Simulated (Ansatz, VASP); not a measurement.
One calculation of Re, two programs

File INCAR:

```
SYSTEM = Re
ALGO = Normal
EDIFF = 1E-7
EDIFFG = -0.005
ENCUT = 600
GGA = PE
IBRION = 2
ISIF = 3
ISMEAR = -1
LASPH = .True.
LCHARG = .False.
LREAL = .False.
LWAVE = .False.
NELM = 60
NSW = 60
PREC = Accurate
SIGMA = 0.05
```

The input KPOINTS:

```
k-points
0
Gamma
  18 18 10
  0 0 0
```

The input POSCAR:

```
Re
1.0
    2.7728322014      0.0000000000      0.0000000000
   -1.3864161007      2.4013431268      0.0000000000
    0.0000000000      0.0000000000      4.4919881662
Re
2
Direct
    0.3333333333      0.6666666667      0.2500000000
    0.6666666667      0.3333333333      0.7500000000
```

Input for Ansatz:

```yaml
crystal:
  lattice:
    - [2.7728322014, 0.0, 0.0]
    - [-1.3864161007, 2.4013431268, 0.0]
    - [0.0, 0.0, 4.4919881662]
  atoms:
    - { symbol: Re, position: [0.3333333333, 0.6666666667, 0.25] }
    - { symbol: Re, position: [0.6666666667, 0.3333333333, 0.75] }
kpoints:
  mp_grid: { grid: [18, 18, 10] }
scf:
  occupations: { method: fermi_dirac, width: 0.05 }
hamiltonian:
  xc: pbe
  pseudopotentials: { kind: paw }
output:
  forces: true
  stress: true
  write_density: true
  write_potential: true
  elf: true
  volumetric_format: npy
relax:
  f_tol: 0.005
  max_steps: 40
  cell: {}
```

Alike in both runs: task relaxation of cell and atoms; functional PBE; k mesh 18 × 18 × 10; occupations fermi-dirac, width 0.05 eV; no spin polarisation.

|  | VASP | Ansatz |
| --- | --- | --- |
| version | VASP 6.6.1 | Ansatz 0.2.0 |
| potentials or method | VASP PAW PBE potentials, release 64 (Re) | PAW with Ansatz's default frozen-core files, scalar-relativistic |
| plane-wave cutoff (eV) | 600 | 420 |
| valence electrons in the cell | 14 | 30 |

```tsv
	VASP	Ansatz	Ansatz less VASP
relaxed volume (Å³/atom)	14.93	14.95	+0.018
relaxed cell length with the largest relative difference (Å)	4.481	4.484	+0.0028
```

VASP's potentials hold 14 valence electrons a cell and Ansatz's 30, so a difference there can come from the potentials and not from the codes.

Spin-orbit coupling is off throughout.
